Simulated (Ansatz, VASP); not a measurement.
## Ta2C: VASP beside Ansatz

```
Ta C
1.0
     3.15721    0.00000    0.00000
    -1.57860    2.73422    0.00000
     0.00000    0.00000    5.01950
Ta C
2 1
Direct
  0.33333 0.66667 0.24922
  0.66667 0.33333 0.75078
  0.00000 0.00000 0.00000
```

Change from the starting cell: equal strain along all axes, cell held, atoms relaxed: +2.0 %.

Alike in both runs: functional PBEsol; k mesh 18 × 18 × 10; occupations gaussian, width 0.1 eV; no spin polarisation.

Ansatz relaxed the structure, and its values are those at the end. VASP's run is a single point on that final structure, the one shown.

```csv
,VASP,Ansatz
version,VASP 6.6.1,Ansatz 0.2.0
potentials or method,"VASP PAW PBE potentials, release 64 (Ta_pv, C), cutoff 520 eV","scalar-relativistic, plane waves, PAW"
valence electrons in the cell,26,30
```

```tsv
	VASP	Ansatz	Ansatz less VASP
gap on the k mesh at the Fermi level (eV)	none	none	-
pressure (GPa)	-13.8	-14.2	-0.39
rms of the force components (eV/Å)	0.018	0.000	-0.0179
```

VASP's potentials were made for PBE, not for PBEsol. A gap of «none» marks a metal or a gap that the smearing closes. With one functional, cell and mesh, what is left measures potentials, basis and numerics. VASP's potentials hold 26 valence electrons a cell and Ansatz's 30, so a difference there can come from the potentials and not from the codes. Ansatz's warnings: stress scf threshold loose.

Neither program's run includes spin-orbit coupling.
